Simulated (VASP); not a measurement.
# Sr3Ti3Ga4As4O9 (an interface model) in VASP: further runs

The runs below take Sr3Ti3Ga4As4O9 (an interface model) through single point, with LDA.

All numbers are computed with VASP 6.6.1; they aren't measurements. Logs are shortened: lines on timing, memory, paths and dates and some standing lists are left out, and cuts for length are marked.

## (1) The cell of the first run

The cell holds layers of an interface, 23 atoms: a = 3.962 Å, b = 5.603 Å, c = 17.437 Å, α = 90.00°, β = 90.00°, γ = 90.00°.

## (2) Single point, LDA

The input, INCAR:

```
PREC = Accurate
ENCUT = 520
EDIFF = 1E-6
ISMEAR = 0
SIGMA = 0.05
LREAL = Auto
LASPH = T
NELM = 100
ALGO = Normal
ISIF = 2
LWAVE = F
LCHARG = T
LELF = T
LVHAR = T
NBANDS = 113
LUSENCCL = F
```

The input, KPOINTS:

```
regular mesh
0
Gamma
  9 6 2
```

The input, POSCAR:

```
Sr3Ti3Ga4As4O9
1.0
    3.9621891213      0.0000000000      0.0000000000
    0.0000000000      5.6033815920      0.0000000000
    0.0000000000      0.0000000000     17.4367833249
Ga As O Sr Ti
4 4 9 3 3
Direct
   -0.5000000000      0.5000000000      0.0286750137
   -1.0000000000      1.0000000000      0.1422908408
   -1.5000000000      1.5000000000      0.2559066680
   -2.0000000000      2.0000000000      0.3695224952
    0.0000000000      0.7500000000      0.0286750137
   -0.5000000000      1.2500000000      0.1422908408
   -1.0000000000      1.7500000000      0.2559066680
   -1.5000000000      2.2500000000      0.3695224952
   -1.5000000000      2.2500000000      0.4779140468
   -1.5000000000      1.7500000000      0.4779140468
   -2.0000000000      1.9999998422      0.5546885243
   -1.5000000000      1.7499996844      0.6314630017
   -1.5000000000      1.2499996844      0.6314630017
   -2.0000000000      1.4999995266      0.7082374792
   -1.5000000000      1.2499993687      0.7850119567
   -1.5000000000      0.7499993687      0.7850119567
   -2.0000000000      0.9999992109      0.8617864342
   -2.0000000000      1.4999998422      0.5546885243
   -2.0000000000      0.9999995266      0.7082374792
   -2.0000000000      0.4999992109      0.8617864342
   -1.5000000000      1.9999998422      0.5546885243
   -1.5000000000      1.4999995266      0.7082374792
   -1.5000000000      0.9999992109      0.8617864342
```

Potentials or basis: VASP PAW LDA potentials, release 64 (Ga_d, As, O, Sr_sv, Ti_sv).

On the command line:

```sh
> cat potpaw_LDA.64/Ga_d/POTCAR potpaw_LDA.64/As/POTCAR potpaw_LDA.64/O/POTCAR potpaw_LDA.64/Sr_sv/POTCAR potpaw_LDA.64/Ti_sv/POTCAR > POTCAR
> mpirun -np 1 vasp_std > vasp.out
```

OUTCAR:

```text
PREC = Accurate
   ENCUT = 520
   EDIFF = 1E-6
   ISMEAR = 0
   LREAL = Auto
   LASPH = T
   NELM = 100
   ISIF = 2

 ion  position               nearest neighbor table
   1  0.500  0.500  0.029-   6 2.43   5 2.43   5 2.43  20 3.52  20 3.52
   2  0.000  0.000  0.142-   5 2.43   6 2.43   6 2.43   7 2.43
   3  0.500  0.500  0.256-   7 2.43   7 2.43   8 2.43   6 2.43
   4  0.000  0.000  0.370-   8 2.43   8 2.43   7 2.43
   5  0.000  0.750  0.029-   2 2.43   1 2.43   1 2.43  20 3.23
   6  0.500  0.250  0.142-   1 2.43   2 2.43   2 2.43   3 2.43
   7  0.000  0.750  0.256-   3 2.43   3 2.43   4 2.43   2 2.43
   8  0.500  0.250  0.370-   9 1.89   4 2.43   4 2.43   3 2.43
   9  0.500  0.250  0.478-   8 1.89  21 1.94  18 2.77  18 2.77
  10  0.500  0.750  0.478-  21 1.94  18 2.77  18 2.77
  11  0.000  1.000  0.555-  21 1.98  21 1.98  19 2.68  18 2.80  18 2.80
  12  0.500  0.750  0.631-  21 1.94  22 1.94  18 2.77  18 2.77  19 2.77  19 2.77
  13  0.500  0.250  0.631-  21 1.94  22 1.94  18 2.77  18 2.77  19 2.77  19 2.77
  14  0.000  0.500  0.708-  22 1.98  22 1.98  18 2.68  20 2.68  19 2.80  19 2.80
  15  0.500  0.250  0.785-  23 1.94  22 1.94  19 2.77  19 2.77  20 2.77  20 2.77
  16  0.500  0.750  0.785-  22 1.94  23 1.94  20 2.77  20 2.77  19 2.77  19 2.77
  17  0.000  1.000  0.862-  23 1.98  23 1.98  19 2.68  20 2.80  20 2.80
  18  0.000  0.500  0.555-  14 2.68  12 2.77  12 2.77   9 2.77   9 2.77  13 2.77  13 2.77  10 2.77
                            10 2.77  11 2.80  11 2.80  22 3.33  22 3.33  21 3.43  21 3.43  21 3.43
  19  0.000  1.000  0.708-  11 2.68  17 2.68  15 2.77  15 2.77  12 2.77  12 2.77  13 2.77  13 2.77
                            16 2.77  16 2.77  14 2.80  14 2.80  21 3.33  21 3.33  23 3.33  23 3.33
  20  0.000  0.500  0.862-  14 2.68  15 2.77  15 2.77  16 2.77  16 2.77  17 2.80  17 2.80   5 3.23
                            22 3.33  22 3.33  23 3.43  23 3.43  23 3.43  23 3.43   1 3.52   1 3.52
  21  0.500  1.000  0.555-  13 1.94  10 1.94  12 1.94   9 1.94  11 1.98  11 1.98  19 3.33  19 3.33
                            18 3.43  18 3.43  18 3.43  18 3.43
  22  0.500  0.500  0.708-  16 1.94  13 1.94  12 1.94  15 1.94  14 1.98  14 1.98  18 3.33  18 3.33
                            20 3.33  20 3.33  19 3.43  19 3.43  19 3.43  19 3.43
  23  0.500  1.000  0.862-  16 1.94  15 1.94  17 1.98  17 1.98  19 3.33  19 3.33  20 3.43  20 3.43
                            20 3.43  20 3.43

  LATTYP: Found a simple orthorhombic cell.
 ALAT       =     3.9621891213
 B/A-ratio  =     1.4142135624
 C/A-ratio  =     4.4007953157

  Lattice vectors:

 A1 = (   3.9621891213,   0.0000000000,   0.0000000000)
 A2 = (   0.0000000000,   5.6033815920,   0.0000000000)
 A3 = (   0.0000000000,   0.0000000000,  17.4367833249)

Analysis of symmetry for initial positions (statically):
=====================================================================
 Subroutine PRICEL returns:
 Original cell was already a primitive cell.

 Routine SETGRP: Setting up the symmetry group for a
 simple orthorhombic supercell.

 Subroutine GETGRP returns: Found  2 space group operations
 (whereof  2 operations were pure point group operations)
 out of a pool of  8 trial point group operations.

The static configuration has the point symmetry C_1h.

Analysis of symmetry for dynamics (positions and initial velocities):
=====================================================================
 Subroutine PRICEL returns:
 Original cell was already a primitive cell.

 Routine SETGRP: Setting up the symmetry group for a
 simple orthorhombic supercell.

 Subroutine GETGRP returns: Found  2 space group operations
 (whereof  2 operations were pure point group operations)
 out of a pool of  8 trial point group operations.

The dynamic configuration has the point symmetry C_1h.

 Subroutine INISYM returns: Found  2 space group operations
 (whereof  2 operations are pure point group operations),
 and found     1 'primitive' translations

----------------------------------------------------------------------------------------

                                     Primitive cell

  volume of cell :     387.1255

  direct lattice vectors                    reciprocal lattice vectors
     3.962189121  0.000000000  0.000000000     0.252385732  0.000000000  0.000000000
     0.000000000  5.603381592  0.000000000     0.000000000  0.178463662  0.000000000
     0.000000000  0.000000000 17.436783325     0.000000000  0.000000000  0.057350027

  length of vectors
     3.962189121  5.603381592 17.436783325     0.252385732  0.178463662  0.057350027

  position of ions in fractional coordinates (direct lattice)
     0.500000000  0.500000000  0.028675014
     0.000000000  0.000000000  0.142290841
     0.500000000  0.500000000  0.255906668
     0.000000000  0.000000000  0.369522495
     0.000000000  0.750000000  0.028675014
     0.500000000  0.250000000  0.142290841
[... 15 lines left out ...]
     0.500000000  0.499999527  0.708237479
     0.500000000  0.999999211  0.861786434

  ion indices of the primitive-cell ions
   primitive index   ion index
                 1           1
                 2           2
                 3           3
                 4           4
                 5           5
                 6           6
[... 15 lines left out ...]
                22          22
                23          23

----------------------------------------------------------------------------------------

 KPOINTS: regular mesh

Automatic generation of k-mesh.
 Grid dimensions read from file:
 generate k-points for:    9    6    2

 Generating k-lattice:

  Cartesian coordinates                     Fractional coordinates (reciprocal lattice)
     0.028042859  0.000000000  0.000000000     0.111111111  0.000000000  0.000000000
     0.000000000  0.029743944  0.000000000     0.000000000  0.166666667  0.000000000
     0.000000000  0.000000000  0.028675014     0.000000000  0.000000000  0.500000000

  Length of vectors
     0.028042859  0.029743944  0.028675014

  Shift w.r.t. Gamma in fractional coordinates (k-lattice)
     0.000000000  0.000000000  0.000000000

 Subroutine IBZKPT returns following result:
 ===========================================

 Found     40 irreducible k-points:

 Following reciprocal coordinates:
            Coordinates               Weight
  0.000000  0.000000  0.000000      1.000000
  0.111111  0.000000  0.000000      2.000000
  0.222222  0.000000  0.000000      2.000000
  0.333333  0.000000  0.000000      2.000000
  0.444444  0.000000  0.000000      2.000000
  0.000000  0.166667  0.000000      2.000000
[... 16 lines left out ...]
  0.222222  0.000000  0.500000      2.000000
  0.333333  0.000000  0.500000      2.000000
 [... further k-points ...]
   k-points           NKPTS =     40   k-points in BZ     NKDIM =     40   number of bands    NBANDS=    113
   number of dos      NEDOS =    301   number of ions     NIONS =     23
   total plane-waves  NPLWV = 176400
   dimension x,y,z NGX =    30 NGY =   42 NGZ =  140
   dimension x,y,z NGXF=    60 NGYF=   84 NGZF=  280
   ions per type =               4   4   9   3   3
   NGX,Y,Z   is equivalent  to a cutoff of  12.59, 12.46, 13.35 a.u.
   NGXF,Y,Z  is equivalent  to a cutoff of  25.17, 24.92, 26.70 a.u.
 SYSTEM =  unknown system
   PREC   = accura    normal or accurate (medium, high low for compatibility)
   ISTART =      0    job   : 0-new  1-cont  2-samecut
   ICHARG =      2    charge: 1-file 2-atom 10-const
   ISPIN  =      1    spin polarized calculation?
   LNONCOLLINEAR =      F non collinear calculations
   LSORBIT =      F    spin-orbit coupling
   LASPH  =      T    aspherical Exc in radial PAW
   ENCUT  =  520.0 eV  38.22 Ry    6.18 a.u.   7.37 10.42 32.42*2*pi/ulx,y,z
   NELM   =    100;   NELMIN=  2; NELMDL= -5     # of ELM steps
   EDIFF  = 0.1E-05   stopping-criterion for ELM
   LREAL  =      T    real-space projection
   EDIFFG = 0.1E-04   stopping-criterion for IOM
   NSW    =      0    number of steps for IOM
   IBRION =     -1    ionic relax: 0-MD 1-quasi-New 2-CG
   NFREE  =      0    steps in history (QN), initial steepest desc. (CG)
   ISIF   =      2    stress and relaxation
   ISYM   =      2    0-nonsym 1-usesym 2-fastsym
   POTIM  = 0.5000    time-step for ionic-motion
   TEBEG  =    0.0;   TEEND  =   0.0 temperature during run
   PSTRESS=    0.0 pullay stress
   NELECT =     192.0000    total number of electrons
   NUPDOWN=      -1.0000    fix difference up-down
   EMIN   =  10.00;   EMAX   =-10.00  energy-range for DOS
   EFERMI =   0.00;   METHOD = LEGACY
   ISMEAR =     0;   SIGMA  =   0.05  broadening in eV -4-tet -1-fermi 0-gaus
   EFERMI_NEDOS =   21; number of points for ismear=-14 and -15
   IALGO  =     38    algorithm
   IMIX   =      4    mixing-type and parameters
     AMIX     =   0.40;   BMIX     =  1.00
     AMIX_MAG =   1.60;   BMIX_MAG =  1.00
  volume/ion in A,a.u.               =      16.83       113.58
  Fermi-wavevector in a.u.,A,eV,Ry     =   1.295860  2.448820 22.847615  1.679252
  Thomas-Fermi vector in A             =   2.427353
   LORBIT       =      0    0 simple, 1 ext, 2 COOP (PROOUT), +10 PAW based schemes
   GGA     = CA    functional components
   LHFCALC =     F    Hartree Fock is set to
   AEXX    =    0.0000 exact exchange contribution
   IVDW    =     0    specifies the selected vdW correction
   LEPSILON=     F    determine dielectric tensor
   LRPA    =     F    only Hartree local field effects (RPA)
 non-spin polarized calculation
 Gauss-broadening in eV      SIGMA  =   0.05
  energy-cutoff  :      520.00
  volume of cell :      387.13
 maximum number of plane-waves:     10484
 NGX is ok and might be reduce to    30
   NGX = 15   NGY = 21   NGZ = 65

 number of electron     191.9999945 magnetization

 Free energy of the ion-electron system (eV)
  ---------------------------------------------------
  ext. energy  EPLUGINS =         0.00000000
  ---------------------------------------------------
  free energy    TOTEN  =      -162.22223793 eV

  energy without entropy =     -162.21537199  energy(sigma->0) =     -162.21880496

 E-fermi :   3.9842     XC(G=0): -10.4671

 val. band max:        3.9677074206   @ k =   0.0000   0.0000   0.0000
 cond. band min:       3.9889456181   @ k =   0.0000   0.0000   0.5000
 fundamental gap:      0.0212381974
 Fermi energy:         3.9841633240

 k-point     1 :       0.0000    0.0000    0.0000
  band No.  band energies     occupation
      1     -53.9363      2.00000
      2     -53.2578      2.00000
      3     -52.1890      2.00000
      4     -31.0742      2.00000
      5     -30.6911      2.00000
      6     -30.5772      2.00000
[... 100 lines left out ...]
    107       6.0266      0.00000
    108       6.3557      0.00000

 k-point     2 :       0.1111    0.0000    0.0000
  band No.  band energies     occupation
      1     -53.9361      2.00000
      2     -53.2576      2.00000
      3     -52.1888      2.00000
      4     -31.0727      2.00000
      5     -30.6904      2.00000
      6     -30.5768      2.00000
[... 2434 lines left out ...]
 k-point    24 :       0.3333    0.0000    0.5000
  band No.  band energies     occupation
      1     -53.9353      2.00000
      2     -53.2568      2.00000
      3     -52.1880      2.00000
      4     -31.0647      2.00000
      5     -30.6867      2.00000
      6     -30.5745      2.00000
[... 100 lines left out ...]
    107       6.3903      0.00000
    108       6.7450      0.00000

 [... further k-points ...]

 [bands above 108 left out]

------------------------ aborting loop because EDIFF is reached ----------------------------------------

  FORCE on cell =-STRESS in cart. coord.  units (eV):
  Direction    XX          YY          ZZ          XY          YZ          ZX
  --------------------------------------------------------------------------------------
  -------------------------------------------------------------------------------------
  Total      -15.4142558     -7.8322249    -13.7540752      0.0000000     -0.3447668      0.0000000
  in kB      -63.7942259    -32.4148457    -56.9233179      0.0000000     -1.4268695      0.0000000
  external PRESSURE =     -51.0441299 kB  Pullay stress =       0.0000000 kB

 VOLUME and BASIS-vectors are now :
 -----------------------------------------------------------------------------
  energy-cutoff  :      520.00
  volume of cell :      387.13
      direct lattice vectors                 reciprocal lattice vectors
     3.962189121  0.000000000  0.000000000     0.252385732  0.000000000  0.000000000
     0.000000000  5.603381592  0.000000000     0.000000000  0.178463662  0.000000000
     0.000000000  0.000000000 17.436783325     0.000000000  0.000000000  0.057350027

 POSITION                                       TOTAL-FORCE (eV/Angst)
 -----------------------------------------------------------------------------------
      1.98109      2.80169      0.50000         0.000000     -0.285149     -0.572109
      0.00000      0.00000      2.48109         0.000000     -0.016363     -0.174607
      1.98109      2.80169      4.46219         0.000000      0.749000     -0.262823
      0.00000      0.00000      6.44328         0.000000     -0.508212      0.201114
      0.00000      4.20254      0.50000         0.000000      0.435684     -0.282744
      1.98109      1.40085      2.48109         0.000000     -0.350995      0.238428
[... 15 lines left out ...]
      1.98109      2.80169     12.34938         0.000000      0.062651     -2.810060
      1.98109      5.60338     15.02678         0.000000      0.403341     -2.060288
 -----------------------------------------------------------------------------------
    total drift:                                0.000000     -0.000124      0.022613

  FREE ENERGIE OF THE ION-ELECTRON SYSTEM (eV)
  ---------------------------------------------------
  free  energy   TOTEN  =      -162.2222379341 eV

  energy  without entropy=     -162.2153719898  energy(sigma->0) =     -162.21880496
```

Run time: 15 min. Hardware: 1 × NVIDIA H100 80GB with 1 thread of AMD EPYC 7R13 (Zen 3), shared host; peak memory 2.1 GiB.

Results:

- Free energy: -162.2222 eV
- Pressure: -5.1 GPa
- Largest force: 3.948 eV/Å
- Band gap on the k mesh: zero (bands 96 and 97 overlap by 0.04 eV)

Forces in eV/Å, atoms in the order of the input:
```
Ga   0.000 -0.285 -0.572
Ga   0.000 -0.016 -0.175
Ga   0.000  0.749 -0.263
Ga   0.000 -0.508  0.201
As   0.000  0.436 -0.283
As   0.000 -0.351  0.238
As   0.000 -0.295  0.277
As   0.000 -1.288  2.606
O    0.000  1.307 -1.259
O    0.000  1.133  0.535
O    0.000  0.298  1.072
O    0.000 -0.771  1.515
O    0.000  0.950  1.264
O    0.000  0.014  0.673
O    0.000 -0.927  2.385
O    0.000  0.783  2.458
O    0.000  0.217  0.316
Sr   0.000  0.392 -1.103
Sr   0.000 -0.002 -0.983
Sr   0.000 -0.200 -0.690
Ti   0.000 -2.100 -3.343
Ti   0.000  0.063 -2.810
Ti   0.000  0.403 -2.060
```

Levels at points of the mesh, in eV from the Fermi level:
| k point | band 92 | band 93 | band 94 | band 95 | band 96 | band 97 | band 98 | band 99 | band 100 | band 101 |
| --- | --- | --- | --- | --- | --- | --- | --- | --- | --- | --- |
| (0.00, 0.00, 0.00) | -0.92 | -0.61 | -0.57 | -0.33 | -0.13 | -0.02 | 0.04 | 0.20 | 0.62 | 1.05 |
| (0.00, 0.50, 0.00) | -1.13 | -1.05 | -0.81 | -0.74 | -0.19 | 0.01 | 0.07 | 0.57 | 0.71 | 0.86 |
| (0.00, 0.00, 0.50) | -0.86 | -0.58 | -0.54 | -0.37 | -0.18 | 0.00 | 0.06 | 0.11 | 0.75 | 1.02 |
| (0.00, 0.50, 0.50) | -1.14 | -1.05 | -0.81 | -0.73 | -0.20 | 0.01 | 0.07 | 0.53 | 0.75 | 0.95 |

(Continued in part 2 of 2.)

The gap in the log of VASP goes by the Fermi energy; the results here count the filled bands.